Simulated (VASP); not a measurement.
Set up this calculation in VASP 6.6.1, as the native input.

| Item | Value |
| --- | --- |
| Task | single point |
| Functional | PBE |
| Potentials or basis | VASP PAW PBE potentials, release 64 (Nb_sv) |
| Cutoff | 500 eV |
| k mesh | 8 × 8 × 8 |
| Occupations | gaussian, width 0.1 eV |
| Spin | no spin polarisation |
| Dipole correction | no |
| Further INCAR settings | ALGO = Normal; EDIFF = 1e-06; NBANDS = 12 |

The structure of Nb lies in POSCAR:

```
Nb
1.0
   -1.6639500000      1.6639500000      1.6639500000
    1.6639500000     -1.6639500000      1.6639500000
    1.6639500000      1.6639500000     -1.6639500000
Nb
1
Direct
    0.0000000000      0.0000000000      0.0000000000
```

The input as run:

INCAR

```
SYSTEM = Nb
  PREC = Accurate
  ENCUT = 500
  EDIFF = 1E-6
  ISMEAR = 0
  SIGMA = 0.1
  LREAL = .False.
  LASPH = .True.
  NELM = 120
  ALGO = Normal
  ISIF = 2
  LWAVE = .False.
  LCHARG = .False.
  GGA = PE
  NBANDS = 12
  GGA_COMPAT = .False.
```

KPOINTS

```
regular mesh
0
Gamma
  8 8 8
  0 0 0
```

Potentials or basis: VASP PAW PBE potentials, release 64 (Nb_sv).

Launch:

```console
$ cat potpaw_PBE.64/Nb_sv/POTCAR > POTCAR
$ mpirun -np 1 vasp_std > vasp.out
```

Results of the run:

```
Pressure               : -2.7 GPa
Band gap on the k mesh : zero (an odd number of electrons rules out a gap without spin polarisation)
```

It took 11 s on 1 thread of Intel Xeon 8259CL, with other jobs on the host, peak memory 0.14 GiB.
